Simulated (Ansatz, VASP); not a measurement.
# Two plane-wave programs on Cd

Contents of INCAR:

```
SYSTEM = Cd
ALGO = Normal
EDIFF = 1E-6
ENCUT = 520
GGA = PE
ISIF = 2
ISMEAR = 0
LASPH = .True.
LCHARG = .False.
LREAL = .False.
LWAVE = .False.
NBANDS = 12
NELM = 60
PREC = Accurate
SIGMA = 0.1
```

The input KPOINTS:

```
k-points
0
Gamma
  9 9 9
  0 0 0
```

Contents of POSCAR:

```
Cd
1.0
    1.6080291515      0.9283960635      2.4492874100
   -1.6080291515      0.9283960635      2.4492874100
    0.0000000000     -1.8567921270      2.4492874100
Cd
1
Direct
    0.0000000000      0.0000000000      0.0000000000
```

Input for Ansatz:

```yaml
crystal:
  lattice:
    - [1.6080291515, 0.9283960635, 2.44928741]
    - [-1.6080291515, 0.9283960635, 2.44928741]
    - [0.0, -1.856792127, 2.44928741]
  atoms:
    - { symbol: Cd, position: [0.0, 0.0, 0.0] }
basis:
  ecutwfc: 420
kpoints:
  mp_grid: { grid: [9, 9, 9] }
hamiltonian:
  xc: pbe
scf:
  occupations: { method: gaussian, width: 0.1 }
output:
  forces: true
  stress: true
  eigenvalues: true
```

Alike in both runs: task single point; functional PBE; k mesh 9 × 9 × 9; occupations gaussian, width 0.1 eV; no spin polarisation.

|  | VASP | Ansatz |
| --- | --- | --- |
| version | VASP 6.6.1 | Ansatz 0.2.0 |
| potentials or method | VASP PAW PBE potentials, release 64 (Cd), cutoff 520 eV | scalar-relativistic, plane waves, PAW |
| valence electrons in the cell | 12 | 20 |

|  | VASP | Ansatz | Ansatz less VASP |
| --- | --- | --- | --- |
| gap on the k mesh at the Fermi level (eV) | none | none | - |
| pressure (GPa) | 2.6 | 2.3 | -0.30 |
| traceless stress, the component that is largest in VASP (GPa) | -0.05 | -0.10 | -0.054 |

A gap of «none» marks a metal or a gap that the smearing closes. VASP's potentials hold 12 valence electrons a cell and Ansatz's 20, so a difference there can come from the potentials and not from the codes.
